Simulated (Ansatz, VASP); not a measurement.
## Two plane-wave programs on TiSiTe4

```xyz
6
Lattice="5.2016 0.0000 0.0000 -2.6008 4.5047 0.0000 0.0000 0.0000 7.3953" Properties=species:S:1:pos:R:3 pbc="T T T"
Ti    0.0000    0.0000    6.4896
Si    0.0000    0.0000    3.9111
Te    0.0000    3.0031    3.0099
Te    2.6008    1.5016    3.0099
Te    0.0000    3.0031    6.6786
Te    2.6008    1.5016    6.6786
```

Alike in both runs: functional PBE; k mesh 12 × 12 × 6; occupations gaussian, width 0.1 eV; no spin polarisation.

Ansatz relaxed the structure, and its values are those at the end. VASP's run is a single point on that final structure, the one shown.

|  | VASP | Ansatz |
| --- | --- | --- |
| version | VASP 6.6.1 | Ansatz 0.2.0 |
| potentials or method | VASP PAW PBE potentials, release 64 (Ti_sv, Si, Te), cutoff 520 eV | scalar-relativistic, plane waves, PAW |
| valence electrons in the cell | 40 | 80 |

|  | VASP | Ansatz | Ansatz less VASP |
| --- | --- | --- | --- |
| gap on the k mesh at the Fermi level (eV) | none | none | - |
| pressure (GPa) | 0.0 | 0.0 | +0.01 |

A gap of «none» marks a metal or a gap that the smearing closes. VASP's potentials hold 40 valence electrons a cell and Ansatz's 80, so a difference there can come from the potentials and not from the codes.

Neither program's run includes spin-orbit coupling.
